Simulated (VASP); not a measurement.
# Ta (Fm-3m) in VASP: further runs

Runs on Ta. Level: RPBE. Tasks: single point, relaxation of cell and atoms.

Everything below comes from runs of VASP 6.6.1. Logs are shortened: lines on timing, memory, paths and dates and some standing lists are left out, and cuts for length are marked.

### 1 The cell of the first run

The structure is cubic, space group Fm-3m (No. 225). Conventional cell: a = 4.358 Å, b = 4.358 Å, c = 4.358 Å, α = 90.00°, β = 90.00°, γ = 90.00°. Ta (site symmetry m-3m) has 12 Ta at 3.08 Å within 4.1 Å.

### 2 Single point, RPBE (volume scaled by 1.08)

File INCAR:

```
  PREC = Accurate
  ENCUT = 520
  EDIFF = 1E-6
  ISMEAR = -1
  SIGMA = 0.1
  LREAL = F
  LASPH = T
  NELM = 100
  ALGO = Normal
  ISIF = 2
  LWAVE = F
  LCHARG = F
  GGA = RP
  NBANDS = 12
```

File KPOINTS:

```
Automatic mesh
0
Gamma
  14 14 14
```

File POSCAR:

```
Ta
1.0
    0.0000000000      2.1789217704      2.1789217704
    2.1789217704      0.0000000000      2.1789217704
    2.1789217704      2.1789217704      0.0000000000
Ta
1
Direct
    0.0000000000      0.0000000000      0.0000000000
```

Potentials or basis: VASP PAW PBE potentials, release 64 (Ta_pv).

Command:

```
$ cat potpaw_PBE.64/Ta_pv/POTCAR > POTCAR
$ mpirun -np 1 vasp_std > vasp.out
```

OUTCAR:

```text
PREC = Accurate
   ENCUT = 520
   EDIFF = 1E-6
   ISMEAR = -1
   LREAL = F
   LASPH = T
   NELM = 100
   ISIF = 2
   GGA = RP

 ion  position               nearest neighbor table
   1  0.000  0.000  0.000-

  LATTYP: Found a face centered cubic cell.
 ALAT       =     4.3578435408

  Lattice vectors:

 A1 = (   0.0000000000,   2.1789217704,   2.1789217704)
 A2 = (   2.1789217704,   0.0000000000,   2.1789217704)
 A3 = (   2.1789217704,   2.1789217704,   0.0000000000)

Analysis of symmetry for initial positions (statically):
=====================================================================
 Subroutine PRICEL returns:
 Original cell was already a primitive cell.

 Routine SETGRP: Setting up the symmetry group for a
 face centered cubic supercell.

 Subroutine GETGRP returns: Found 48 space group operations
 (whereof 48 operations were pure point group operations)
 out of a pool of 48 trial point group operations.

The static configuration has the point symmetry O_h .

Analysis of symmetry for dynamics (positions and initial velocities):
=====================================================================
 Subroutine PRICEL returns:
 Original cell was already a primitive cell.

 Routine SETGRP: Setting up the symmetry group for a
 face centered cubic supercell.

 Subroutine GETGRP returns: Found 48 space group operations
 (whereof 48 operations were pure point group operations)
 out of a pool of 48 trial point group operations.

The dynamic configuration has the point symmetry O_h .

 Subroutine INISYM returns: Found 48 space group operations
 (whereof 48 operations are pure point group operations),
 and found     1 'primitive' translations

----------------------------------------------------------------------------------------

                                     Primitive cell

  volume of cell :      20.6897

  direct lattice vectors                    reciprocal lattice vectors
     0.000000000  2.178921770  2.178921770    -0.229471295  0.229471295  0.229471295
     2.178921770  0.000000000  2.178921770     0.229471295 -0.229471295  0.229471295
     2.178921770  2.178921770  0.000000000     0.229471295  0.229471295 -0.229471295

  length of vectors
     3.081460719  3.081460719  3.081460719     0.397455942  0.397455942  0.397455942

  position of ions in fractional coordinates (direct lattice)
     0.000000000  0.000000000  0.000000000

  ion indices of the primitive-cell ions
   primitive index   ion index
                 1           1

----------------------------------------------------------------------------------------

 KPOINTS: Automatic mesh

Automatic generation of k-mesh.
 Grid dimensions read from file:
 generate k-points for:   14   14   14

 Generating k-lattice:

  Cartesian coordinates                     Fractional coordinates (reciprocal lattice)
    -0.016390807  0.016390807  0.016390807     0.071428571  0.000000000  0.000000000
     0.016390807 -0.016390807  0.016390807     0.000000000  0.071428571  0.000000000
     0.016390807  0.016390807 -0.016390807     0.000000000  0.000000000  0.071428571

  Length of vectors
     0.028389710  0.028389710  0.028389710

  Shift w.r.t. Gamma in fractional coordinates (k-lattice)
     0.000000000  0.000000000  0.000000000

 Subroutine IBZKPT returns following result:
 ===========================================

 Found    104 irreducible k-points:

 Following reciprocal coordinates:
            Coordinates               Weight
  0.000000  0.000000  0.000000      1.000000
  0.071429  0.000000  0.000000      8.000000
  0.142857  0.000000  0.000000      8.000000
  0.214286  0.000000  0.000000      8.000000
  0.285714  0.000000  0.000000      8.000000
  0.357143  0.000000  0.000000      8.000000
[... 16 lines left out ...]
  0.214286  0.142857  0.000000     24.000000
  0.285714  0.142857  0.000000     24.000000
 [... further k-points ...]
   k-points           NKPTS =    104   k-points in BZ     NKDIM =    104   number of bands    NBANDS=     12
   number of dos      NEDOS =    301   number of ions     NIONS =      1
   total plane-waves  NPLWV =  13824
   dimension x,y,z NGX =    24 NGY =   24 NGZ =   24
   dimension x,y,z NGXF=    48 NGYF=   48 NGZF=   48
   ions per type =               1
   NGX,Y,Z   is equivalent  to a cutoff of  12.95, 12.95, 12.95 a.u.
   NGXF,Y,Z  is equivalent  to a cutoff of  25.90, 25.90, 25.90 a.u.
 SYSTEM =  unknown system
   PREC   = accura    normal or accurate (medium, high low for compatibility)
   ISTART =      0    job   : 0-new  1-cont  2-samecut
   ICHARG =      2    charge: 1-file 2-atom 10-const
   ISPIN  =      1    spin polarized calculation?
   LNONCOLLINEAR =      F non collinear calculations
   LSORBIT =      F    spin-orbit coupling
   LASPH  =      T    aspherical Exc in radial PAW
   ENCUT  =  520.0 eV  38.22 Ry    6.18 a.u.   5.73  5.73  5.73*2*pi/ulx,y,z
   NELM   =    100;   NELMIN=  2; NELMDL= -5     # of ELM steps
   EDIFF  = 0.1E-05   stopping-criterion for ELM
   LREAL  =      F    real-space projection
   EDIFFG = 0.1E-04   stopping-criterion for IOM
   NSW    =      0    number of steps for IOM
   IBRION =     -1    ionic relax: 0-MD 1-quasi-New 2-CG
   NFREE  =      0    steps in history (QN), initial steepest desc. (CG)
   ISIF   =      2    stress and relaxation
   ISYM   =      2    0-nonsym 1-usesym 2-fastsym
   POTIM  = 0.5000    time-step for ionic-motion
   TEBEG  =    0.0;   TEEND  =   0.0 temperature during run
   PSTRESS=    0.0 pullay stress
   NELECT =      11.0000    total number of electrons
   NUPDOWN=      -1.0000    fix difference up-down
   EMIN   =  10.00;   EMAX   =-10.00  energy-range for DOS
   EFERMI =   0.00;   METHOD = LEGACY
   ISMEAR =    -1;   SIGMA  =   0.10  broadening in eV -4-tet -1-fermi 0-gaus
   EFERMI_NEDOS =   21; number of points for ismear=-14 and -15
   IALGO  =     38    algorithm
   IMIX   =      4    mixing-type and parameters
     AMIX     =   0.40;   BMIX     =  1.00
     AMIX_MAG =   1.60;   BMIX_MAG =  1.00
  volume/ion in A,a.u.               =      20.69       139.62
  Fermi-wavevector in a.u.,A,eV,Ry     =   1.326236  2.506222 23.931307  1.758901
  Thomas-Fermi vector in A             =   2.455638
   LORBIT       =      0    0 simple, 1 ext, 2 COOP (PROOUT), +10 PAW based schemes
   GGA     = RP    functional components
   LHFCALC =     F    Hartree Fock is set to
   AEXX    =    0.0000 exact exchange contribution
   IVDW    =     0    specifies the selected vdW correction
   LEPSILON=     F    determine dielectric tensor
   LRPA    =     F    only Hartree local field effects (RPA)
 non-spin polarized calculation
  energy-cutoff  :      520.00
  volume of cell :       20.69
 maximum number of plane-waves:       568
   NGX = 11   NGY = 11   NGZ = 11

 number of electron      11.0000000 magnetization

 Free energy of the ion-electron system (eV)
  ---------------------------------------------------
  ext. energy  EPLUGINS =         0.00000000
  ---------------------------------------------------
  free energy    TOTEN  =       -11.04816046 eV

  energy without entropy =      -11.00284831  energy(sigma->0) =      -11.02550438

 E-fermi :   4.8590     XC(G=0): -11.8718

 val. band max:        4.8269946924   @ k =  -0.3571   0.3571   0.0000
 cond. band min:       4.8652335977   @ k =  -0.2857   0.1429   0.0000
 fundamental gap:      0.0382389052
 Fermi energy:         4.8590340431

 k-point     1 :       0.0000    0.0000    0.0000
  band No.  band energies     occupation
      1     -29.1753      2.00000
      2     -29.1753      2.00000
      3     -29.1753      2.00000
      4      -2.8606      2.00000
      5       5.3220      0.01933
      6       5.3220      0.01933
      7       5.3220      0.01933
      8       7.9549      0.00000
      9       7.9549      0.00000
     10      16.9754      0.00000
     11      18.7178      0.00000
     12      21.4052      0.00000

 k-point     2 :       0.0714    0.0000    0.0000
  band No.  band energies     occupation
      1     -29.2129      2.00000
      2     -29.1802      2.00000
      3     -29.1802      2.00000
      4      -2.6787      2.00000
      5       5.1670      0.08791
      6       5.4073      0.00829
      7       5.4073      0.00829
      8       7.8772      0.00000
      9       7.8772      0.00000
     10      17.3518      0.00000
     11      18.7176      0.00000
     12      20.4727      0.00000

 k-point     3 :       0.1429    0.0000    0.0000
  band No.  band energies     occupation
      1     -29.3171      2.00000
      2     -29.1940      2.00000
      3     -29.1940      2.00000
      4      -2.1583      2.00000
      5       4.7913      1.32637
      6       5.6043      0.00116
      7       5.6043      0.00116
      8       7.7418      0.00000
      9       7.7418      0.00000
     10      18.2045      0.00000
     11      18.7165      0.00000
     12      19.1357      0.00000
[... 286 lines left out ...]
 k-point    23 :       0.2143    0.1429    0.0000
  band No.  band energies     occupation
      1     -29.4090      2.00000
      2     -29.2503      2.00000
      3     -29.2445      2.00000
      4      -1.3364      2.00000
      5       4.0760      1.99921
      6       5.9424      0.00004
      7       6.1560      0.00000
      8       6.7198      0.00000
      9       8.4529      0.00000
     10      18.7163      0.00000
     11      19.2784      0.00000
     12      19.9377      0.00000

 k-point    24 :       0.2857    0.1429    0.0000
  band No.  band energies     occupation
      1     -29.5400      2.00000
      2     -29.2750      2.00000
      3     -29.2675      2.00000
      4      -0.5403      2.00000
      5       3.7702      1.99996
      6       5.4645      0.00468
      7       6.2571      0.00000
      8       7.3569      0.00000
      9       8.8126      0.00000
     10      17.9811      0.00000
     11      18.7192      0.00000
     12      20.6326      0.00000

 [... further k-points ...]
[... 5 lines left out ...]
  --------------------------------------------------------------------------------------
  -------------------------------------------------------------------------------------
  Total       -1.5668649     -1.5668649     -1.5668649      0.0000000      0.0000000     -0.0000000
  in kB     -121.3353190   -121.3353190   -121.3353190      0.0000000      0.0000000     -0.0000000
  external PRESSURE =    -121.3353190 kB  Pullay stress =       0.0000000 kB

 VOLUME and BASIS-vectors are now :
 -----------------------------------------------------------------------------
  energy-cutoff  :      520.00
  volume of cell :       20.69
      direct lattice vectors                 reciprocal lattice vectors
     0.000000000  2.178921770  2.178921770    -0.229471295  0.229471295  0.229471295
     2.178921770  0.000000000  2.178921770     0.229471295 -0.229471295  0.229471295
     2.178921770  2.178921770  0.000000000     0.229471295  0.229471295 -0.229471295

 POSITION                                       TOTAL-FORCE (eV/Angst)
 -----------------------------------------------------------------------------------
      0.00000      0.00000      0.00000         0.000000      0.000000      0.000000
 -----------------------------------------------------------------------------------
    total drift:                                0.000000      0.000000     -0.000000

  FREE ENERGIE OF THE ION-ELECTRON SYSTEM (eV)
  ---------------------------------------------------
  free  energy   TOTEN  =       -11.0481604574 eV

  energy  without entropy=      -11.0028483120  energy(sigma->0) =      -11.02550438
```

Run time: 47 s. Hardware: 1 thread of AMD EPYC 7R43 (Zen 3), shared host; peak memory 0.12 GiB.

What came out:

```yaml
Free_energy: -11.0482 eV
Pressure: -12.1 GPa
```

Levels at points of the mesh, in eV from the Fermi level:
| k point | band 3 | band 4 | band 5 | band 6 | band 7 | band 8 |
| --- | --- | --- | --- | --- | --- | --- |
| (0.00, 0.00, 0.00) | -34.03 | -7.72 | 0.46 | 0.46 | 0.46 | 3.10 |
| (0.50, 0.00, 0.00) | -34.13 | -4.24 | 0.28 | 0.28 | 0.36 | 5.10 |
| (0.50, 0.50, 0.00) | -34.30 | -3.88 | -2.90 | 2.35 | 5.10 | 5.68 |

Caveat: the PAW data sets were made with another functional, which shifts forces and pressure a little; spin-orbit coupling is left out, which moves the levels of the heavy elements.

### 3 Single point, RPBE (volume scaled by 1.12)

File INCAR:

```
PREC = Accurate
ENCUT = 520
EDIFF = 1E-6
ISMEAR = -1
SIGMA = 0.1
LREAL = F
LASPH = T
NELM = 80
ALGO = Normal
ISIF = 2
LWAVE = F
LCHARG = F
GGA = RP
NBANDS = 12
```

File KPOINTS:

```
regular mesh
0
Gamma
  14 14 14
```

File POSCAR:

```
Ta
1.0
    0.0000000000      2.2054966062      2.2054966062
    2.2054966062      0.0000000000      2.2054966062
    2.2054966062      2.2054966062      0.0000000000
Ta
1
Direct
    0.0000000000      0.0000000000      0.0000000000
```

Potentials or basis: VASP PAW PBE potentials, release 64 (Ta_pv).

Command:

```
$ cat potpaw_PBE.64/Ta_pv/POTCAR > POTCAR
$ mpirun -np 1 vasp_std > vasp.out
```

OUTCAR:

```text
PREC = Accurate
   ENCUT = 520
   EDIFF = 1E-6
   ISMEAR = -1
   LREAL = F
   LASPH = T
   NELM = 80
   ISIF = 2
   GGA = RP

 ion  position               nearest neighbor table
   1  0.000  0.000  0.000-

  LATTYP: Found a face centered cubic cell.
 ALAT       =     4.4109932124

  Lattice vectors:

 A1 = (   0.0000000000,   2.2054966062,   2.2054966062)
 A2 = (   2.2054966062,   0.0000000000,   2.2054966062)
 A3 = (   2.2054966062,   2.2054966062,   0.0000000000)

Analysis of symmetry for initial positions (statically):
=====================================================================
 Subroutine PRICEL returns:
 Original cell was already a primitive cell.

 Routine SETGRP: Setting up the symmetry group for a
 face centered cubic supercell.

 Subroutine GETGRP returns: Found 48 space group operations
 (whereof 48 operations were pure point group operations)
 out of a pool of 48 trial point group operations.

The static configuration has the point symmetry O_h .

Analysis of symmetry for dynamics (positions and initial velocities):
[... 160 lines left out ...]
 fundamental gap:      0.0132901599
 Fermi energy:         4.5840927747

 k-point     1 :       0.0000    0.0000    0.0000
  band No.  band energies     occupation
      1     -29.5813      2.00000
      2     -29.5813      2.00000
      3     -29.5813      2.00000
      4      -2.9751      2.00000
      5       5.0458      0.01957
      6       5.0458      0.01957
      7       5.0458      0.01957
      8       7.5475      0.00000
      9       7.5475      0.00000
     10      16.5928      0.00000
     11      18.3237      0.00000
     12      20.8582      0.00000
[... 331 lines left out ...]
 k-point    24 :       0.2857    0.1429    0.0000
  band No.  band energies     occupation
      1     -29.9008      2.00000
      2     -29.6691      2.00000
      3     -29.6625      2.00000
      4      -0.7311      2.00000
      5       3.5632      1.99993
      6       5.1909      0.00462
      7       5.9370      0.00000
      8       6.9834      0.00000
      9       8.3632      0.00000
     10      17.3958      0.00000
     11      18.3246      0.00000
     12      19.9733      0.00000

 [... further k-points ...]
[... 5 lines left out ...]
  --------------------------------------------------------------------------------------
  -------------------------------------------------------------------------------------
  Total       -2.2367704     -2.2367704     -2.2367704      0.0000000     -0.0000000      0.0000000
  in kB     -167.0255097   -167.0255097   -167.0255097      0.0000000     -0.0000000      0.0000000
  external PRESSURE =    -167.0255097 kB  Pullay stress =       0.0000000 kB

 VOLUME and BASIS-vectors are now :
 -----------------------------------------------------------------------------
  energy-cutoff  :      520.00
  volume of cell :       21.46
      direct lattice vectors                 reciprocal lattice vectors
     0.000000000  2.205496606  2.205496606    -0.226706311  0.226706311  0.226706311
     2.205496606  0.000000000  2.205496606     0.226706311 -0.226706311  0.226706311
     2.205496606  2.205496606  0.000000000     0.226706311  0.226706311 -0.226706311

 POSITION                                       TOTAL-FORCE (eV/Angst)
 -----------------------------------------------------------------------------------
      0.00000      0.00000      0.00000         0.000000      0.000000      0.000000
 -----------------------------------------------------------------------------------
    total drift:                               -0.000000      0.000000      0.000000

  FREE ENERGIE OF THE ION-ELECTRON SYSTEM (eV)
  ---------------------------------------------------
  free  energy   TOTEN  =       -10.9790992979 eV

  energy  without entropy=      -10.9322203098  energy(sigma->0) =      -10.95565980
```

OSZICAR:

```text
N       E                     dE             d eps       ncg     rms          rms(c)
DAV:   1     0.614078011941E+02    0.61408E+02   -0.60086E+03  2504   0.843E+02
DAV:   2    -0.104919478905E+02   -0.71900E+02   -0.70370E+02  2820   0.237E+02
DAV:   3    -0.115686750696E+02   -0.10767E+01   -0.10696E+01  3064   0.275E+01
DAV:   4    -0.115725157145E+02   -0.38406E-02   -0.38401E-02  2736   0.185E+00
DAV:   5    -0.115725365586E+02   -0.20844E-04   -0.20844E-04  3084   0.125E-01    0.964E+00
DAV:   6    -0.111099745861E+02    0.46256E+00   -0.38207E-01  2808   0.680E+00    0.424E+00
DAV:   7    -0.109791831348E+02    0.13079E+00   -0.30757E-01  2940   0.565E+00    0.480E-01
DAV:   8    -0.109791077075E+02    0.75427E-04   -0.12464E-02  3012   0.779E-01    0.140E-01
DAV:   9    -0.109791101348E+02   -0.24273E-05   -0.27712E-04  2844   0.170E-01    0.292E-02
DAV:  10    -0.109790988882E+02    0.11247E-04   -0.83475E-06  2892   0.270E-02    0.690E-03
DAV:  11    -0.109790992979E+02   -0.40970E-06   -0.10509E-06  1884   0.107E-02
   1 F= -.10979099E+02 E0= -.10955660E+02  d E =-.468790E-01
```

It took 46 s on 1 thread of AMD EPYC 7R43 (Zen 3), shared host; peak memory 0.12 GiB.

Results:

```yaml
Free_energy: -10.9791 eV
Pressure: -16.7 GPa
```

Levels at points of the mesh, in eV from the Fermi level:
```tsv
k point	band 1	band 2	band 3	band 4	band 5	band 6	band 7	band 8	band 9	band 10
(0.00, 0.00, 0.00)	-34.17	-34.17	-34.17	-7.56	0.46	0.46	0.46	2.96	2.96	12.01
(0.50, 0.00, 0.00)	-34.80	-34.25	-34.25	-4.10	0.28	0.30	0.30	4.86	4.86	8.26
(0.50, 0.50, 0.00)	-34.76	-34.40	-34.40	-3.70	-2.75	2.20	4.86	5.41	5.41	9.91
```

Caveat: the PAW data sets were made with another functional, which shifts forces and pressure a little; spin-orbit coupling is left out, which moves the levels of the heavy elements.

[end of part 1 of 2]
